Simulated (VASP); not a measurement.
# WS2 (R3m) in VASP: further runs, part 2 of 2

VASP 6.6.1. The steps go on from the part before.

### Step 3. Single point, LDA (volume scaled by 0.8)

Contents of INCAR:

```
PREC = Accurate
ENCUT = 520
EDIFF = 1E-6
ISMEAR = -1
SIGMA = 0.03
LREAL = F
LASPH = T
NELM = 100
ALGO = Normal
ISIF = 2
LWAVE = F
LCHARG = F
NBANDS = 20
```

Contents of KPOINTS:

```
regular mesh
0
Gamma
  10 10 10
```

Contents of POSCAR:

```
WS2
1.0
    1.4782840833      0.8534877134      6.0245971790
   -1.4782840833      0.8534877134      6.0245971790
    0.0000000000     -1.7069754269      6.0245971790
W S
1 2
Direct
    0.9993321300      0.9993321300      0.9993321300
    0.5858876800      0.5858876800      0.5858876800
    0.7460801900      0.7460801900      0.7460801900
```

Potentials or basis: VASP PAW LDA potentials, release 64 (W_sv, S).

Launch:

```
cat potpaw_LDA.64/W_sv/POTCAR potpaw_LDA.64/S/POTCAR > POTCAR
mpirun -np 1 vasp_std > vasp.out
```

OUTCAR:

```text
PREC = Accurate
   ENCUT = 520
   EDIFF = 1E-6
   ISMEAR = -1
   LREAL = F
   LASPH = T
   NELM = 100
   ISIF = 2

 ion  position               nearest neighbor table
   1  0.999  0.999  0.999-   3 2.24   3 2.24   3 2.24   2 2.24   2 2.24   2 2.24
   2  0.586  0.586  0.586-   1 2.24   1 2.24   1 2.24
   3  0.746  0.746  0.746-   1 2.24   1 2.24   1 2.24

  LATTYP: Found a trigonal (rhomboedric) cell.
 ALAT       =     6.2617518537
 COS(alpha) =     0.8885310035

  Lattice vectors:

 A1 = (   1.4782840833,   0.8534877134,   6.0245971790)
 A2 = (  -1.4782840833,   0.8534877134,   6.0245971790)
 A3 = (   0.0000000000,  -1.7069754269,   6.0245971790)

Analysis of symmetry for initial positions (statically):
=====================================================================
 Subroutine PRICEL returns:
 Original cell was already a primitive cell.

 Routine SETGRP: Setting up the symmetry group for a
 trigonal (rhombohedral) supercell.

 Subroutine GETGRP returns: Found  6 space group operations
 (whereof  6 operations were pure point group operations)
 out of a pool of 12 trial point group operations.

The static configuration has the point symmetry C_3v.

Analysis of symmetry for dynamics (positions and initial velocities):
=====================================================================
 Subroutine PRICEL returns:
 Original cell was already a primitive cell.

 Routine SETGRP: Setting up the symmetry group for a
 trigonal (rhombohedral) supercell.

 Subroutine GETGRP returns: Found  6 space group operations
 (whereof  6 operations were pure point group operations)
 out of a pool of 12 trial point group operations.

The dynamic configuration has the point symmetry C_3v.

 Subroutine INISYM returns: Found  6 space group operations
 (whereof  6 operations are pure point group operations),
[... 106 lines left out ...]
   POTIM  = 0.5000    time-step for ionic-motion
   TEBEG  =    0.0;   TEEND  =   0.0 temperature during run
   PSTRESS=    0.0 pullay stress
   NELECT =      26.0000    total number of electrons
   NUPDOWN=      -1.0000    fix difference up-down
   EMIN   =  10.00;   EMAX   =-10.00  energy-range for DOS
   EFERMI =   0.00;   METHOD = LEGACY
   ISMEAR =    -1;   SIGMA  =   0.03  broadening in eV -4-tet -1-fermi 0-gaus
   EFERMI_NEDOS =   21; number of points for ismear=-14 and -15
   IALGO  =     38    algorithm
   IMIX   =      4    mixing-type and parameters
     AMIX     =   0.40;   BMIX     =  1.00
     AMIX_MAG =   1.60;   BMIX_MAG =  1.00
  volume/ion in A,a.u.               =      15.20       102.59
  Fermi-wavevector in a.u.,A,eV,Ry     =   1.357442  2.565193 25.070742  1.842648
  Thomas-Fermi vector in A             =   2.484360
   LORBIT       =      0    0 simple, 1 ext, 2 COOP (PROOUT), +10 PAW based schemes
   GGA     = CA    functional components
   LHFCALC =     F    Hartree Fock is set to
   AEXX    =    0.0000 exact exchange contribution
   IVDW    =     0    specifies the selected vdW correction
   LEPSILON=     F    determine dielectric tensor
   LRPA    =     F    only Hartree local field effects (RPA)
 non-spin polarized calculation
  energy-cutoff  :      520.00
  volume of cell :       45.61
 maximum number of plane-waves:      1270
   NGX = 23   NGY = 23   NGZ = 23

 number of electron      26.0000000 magnetization

 Free energy of the ion-electron system (eV)
  ---------------------------------------------------
  ext. energy  EPLUGINS =         0.00000000
  ---------------------------------------------------
  free energy    TOTEN  =       -25.04652720 eV

  energy without entropy =      -25.04652720  energy(sigma->0) =      -25.04652720

 E-fermi :   9.9420     XC(G=0): -11.8720

 val. band max:        9.4451726137   @ k =   0.5000   0.5000   0.5000
 cond. band min:      10.4893456438   @ k =  -0.2000   0.2000   0.0000
 fundamental gap:      1.0441730301
 Fermi energy:         9.9420051505

 k-point     1 :       0.0000    0.0000    0.0000
  band No.  band energies     occupation
      1     -64.4821      2.00000
      2     -29.3620      2.00000
      3     -28.8844      2.00000
      4     -28.8844      2.00000
      5      -7.7226      2.00000
      6      -4.9279      2.00000
[... 541 lines left out ...]
     19      17.2446      0.00000
     20      18.5965      0.00000

 [... further k-points ...]
[... 5 lines left out ...]
  --------------------------------------------------------------------------------------
  -------------------------------------------------------------------------------------
  Total       12.8988309     12.8988309     14.5197003     -0.0000000     -0.0000000     -0.0000000
  in kB      453.1338354    453.1338354    510.0747141     -0.0000000     -0.0000000     -0.0000000
  external PRESSURE =     472.1141283 kB  Pullay stress =       0.0000000 kB

 VOLUME and BASIS-vectors are now :
 -----------------------------------------------------------------------------
  energy-cutoff  :      520.00
  volume of cell :       45.61
      direct lattice vectors                 reciprocal lattice vectors
     1.478284083  0.853487713  6.024597179     0.338229983  0.195277172  0.055328734
    -1.478284083  0.853487713  6.024597179    -0.338229983  0.195277172  0.055328734
     0.000000000 -1.706975427  6.024597179     0.000000000 -0.390554343  0.055328734

 POSITION                                       TOTAL-FORCE (eV/Angst)
 -----------------------------------------------------------------------------------
      0.00000     -0.00000     18.06172         0.000000      0.000000     -0.009627
      0.00000     -0.00000     10.58921         0.000000      0.000000     -5.027540
      0.00000     -0.00000     13.48450         0.000000     -0.000000      5.037167
 -----------------------------------------------------------------------------------
    total drift:                                0.000000     -0.000000     -0.000143

  FREE ENERGIE OF THE ION-ELECTRON SYSTEM (eV)
  ---------------------------------------------------
  free  energy   TOTEN  =       -25.0465271998 eV

  energy  without entropy=      -25.0465271997  energy(sigma->0) =      -25.04652720
```

It took 4 min on 1 thread of Intel Xeon Platinum 8488C (Sapphire Rapids), shared host; peak memory 0.32 GiB.

What came out:

```yaml
Free_energy: -25.0465 eV
Pressure: 47.2 GPa
Largest_force: 5.037 eV/Å
Band_gap_on_the_k_mesh: 1.04 eV, indirect (least direct gap 2.71 eV)
```

Forces in eV/Å, atoms in the order of the input:
```
W    0.000  0.000 -0.010
S    0.000  0.000 -5.028
S    0.000  0.000  5.037
```

Caveat: the cell differs from its parent crystal (volume scaled by 0.8); spin-orbit coupling is left out, which moves the levels of the heavy elements; forces of over 1 eV/Å act on the atoms, so gaps and moduli don't describe the material at rest. A k mesh can miss the band edges.

### Step 4. Single point, LDA (volume scaled by 0.85)

Contents of INCAR:

```
ALGO = Normal
EDIFF = 1E-6
ENCUT = 520
GGA = CA
ISIF = 2
ISMEAR = -1
LASPH = True
LCHARG = False
LREAL = False
LWAVE = False
NBANDS = 20
NELM = 100
PREC = Accurate
SIGMA = 0.03
```

Contents of KPOINTS:

```
k-points
0
Gamma
  10 10 10
```

Contents of POSCAR:

```
WS2
1.0
    1.5084614427      0.8709106200      6.1475819531
   -1.5084614427      0.8709106200      6.1475819531
    0.0000000000     -1.7418212400      6.1475819531
W S
1 2
Direct
    0.9993321300      0.9993321300      0.9993321300
    0.5858876800      0.5858876800      0.5858876800
    0.7460801900      0.7460801900      0.7460801900
```

Launch:

```
cat potpaw_LDA.64/W_sv/POTCAR potpaw_LDA.64/S/POTCAR > POTCAR
mpirun -np 1 vasp_std > vasp.out
```

Run time: 3.8 min. Hardware: 1 thread of Intel Xeon Platinum 8488C (Sapphire Rapids), shared host; peak memory 0.32 GiB.

The run converged. Its results:

```yaml
Free_energy: -25.7105 eV
Pressure: 28.2 GPa
Largest_force: 3.279 eV/Å
Band_gap_on_the_k_mesh: 1.12 eV, indirect (least direct gap 2.62 eV)
```

Forces in eV/Å, atoms in the order of the input:
```
W    0.000  0.000 -0.008
S    0.000  0.000 -3.271
S    0.000  0.000  3.279
```

Stress tensor (GPa, compression positive):
```
26.65  0.00  0.00
 0.00 26.65  0.00
 0.00  0.00 31.22
```

Levels at points of the mesh, in eV from the valence-band top:
| k point | band 9 | band 10 | band 11 | band 12 | band 13 | band 14 | band 15 | band 16 | band 17 | band 18 |
| --- | --- | --- | --- | --- | --- | --- | --- | --- | --- | --- |
| (0.00, 0.00, 0.00) | -4.22 | -2.64 | -2.64 | -1.87 | -1.55 | 2.56 | 2.56 | 3.13 | 3.13 | 5.27 |
| (0.50, 0.00, 0.00) | -6.00 | -4.80 | -2.72 | -1.90 | -1.88 | 2.71 | 2.98 | 3.88 | 4.66 | 4.74 |
| (0.50, 0.50, 0.00) | -5.75 | -4.75 | -3.29 | -2.01 | -1.68 | 2.67 | 3.16 | 3.49 | 5.20 | 5.20 |
| (0.50, 0.50, 0.50) | -4.23 | -4.05 | -2.62 | -2.62 | 0.00 | 2.62 | 2.62 | 3.03 | 3.03 | 5.27 |

Caveat: the cell differs from its parent crystal (volume scaled by 0.85); spin-orbit coupling is left out, which moves the levels of the heavy elements; forces of over 1 eV/Å act on the atoms, so gaps and moduli don't describe the material at rest.

### Step 5. Single point, LDA

This run uses another cell than the first one, of 19.00 Å³/atom, 1.818 times its volume.

Contents of INCAR:

```
PREC = Accurate
ENCUT = 520
EDIFF = 1E-6
ISMEAR = -1
SIGMA = 0.03
LREAL = F
LASPH = T
NELM = 100
ALGO = Normal
ISIF = 2
LWAVE = F
LCHARG = T
LELF = T
LVHAR = T
NBANDS = 20
```

Contents of KPOINTS:

```
Automatic mesh
0
Gamma
  10 10 10
```

Contents of POSCAR:

```
WS2
1.0
    1.5924332554      0.9193917687      6.4898005779
   -1.5924332554      0.9193917687      6.4898005779
    0.0000000000     -1.8387835373      6.4898005779
W S
1 2
Direct
    0.9993321300      0.9993321300      0.9993321300
    0.5858876800      0.5858876800      0.5858876800
    0.7460801900      0.7460801900      0.7460801900
```

Launch:

```
cat potpaw_LDA.64/W_sv/POTCAR potpaw_LDA.64/S/POTCAR > POTCAR
mpirun -np 1 vasp_std > vasp.out
```

It took 5.1 min on 1 thread of Intel Xeon Platinum 8488C (Sapphire Rapids), shared host; peak memory 0.35 GiB.

Results (log left out):

- Free energy: -26.2009 eV
- Pressure: -5.3 GPa
- Largest force: 0.287 eV/Å
- Band gap on the k mesh: 1.24 eV, indirect (least direct gap 2.13 eV)

Forces on the atoms (eV/Å):
```
W    0.000  0.000 -0.005
S    0.000  0.000  0.287
S    0.000  0.000 -0.281
```

Stress tensor (GPa, compression positive):
```
-6.01  0.00  0.00
 0.00 -6.01  0.00
 0.00  0.00 -4.01
```

Levels at points of the mesh, in eV from the valence-band top:
```csv
k point,band 9,band 10,band 11,band 12,band 13,band 14,band 15,band 16,band 17,band 18
"(0.00, 0.00, 0.00)",-3.43,-2.20,-2.20,-1.68,-0.98,2.31,2.31,2.57,2.57,4.58
"(0.50, 0.00, 0.00)",-5.05,-3.99,-2.42,-1.74,-1.51,2.27,2.64,3.61,4.06,4.37
"(0.50, 0.50, 0.00)",-4.84,-3.95,-2.83,-1.84,-1.38,2.24,2.75,3.26,4.34,4.87
"(0.50, 0.50, 0.50)",-3.44,-3.38,-2.18,-2.18,0.00,2.36,2.36,2.50,2.50,4.87
```

Caveat: spin-orbit coupling is left out, which moves the levels of the heavy elements. Expect the measured gap to be larger: semilocal functionals such as LDA lack the derivative discontinuity.

### Step 6. Summary

```tsv
cell	gap on the mesh (eV)	pressure (GPa)	largest force (eV/Å)
a = 5.527 Å, angles 27.3°, 3 atoms	0.23	302.7	22.86
a = 6.262 Å, angles 27.3°, 3 atoms	1.04	47.2	5.04
a = 6.390 Å, angles 27.3°, 3 atoms	1.12	28.2	3.28
a = 6.745 Å, angles 27.3°, 3 atoms	1.24	-5.3	0.29
```

Alike in all rows: task single point; level LDA; potentials or basis VASP PAW LDA potentials, release 64 (W_sv, S); no spin polarisation; k mesh 10 × 10 × 10; cutoff (eV) 520; smearing fermi-dirac 0.03 eV.

Caveats: spin-orbit coupling is left out, which moves the levels of the heavy elements; forces of over 1 eV/Å act on the atoms, so gaps and moduli don't describe the material at rest (some runs).

Absolute energies hang on the potentials; compare differences alone.
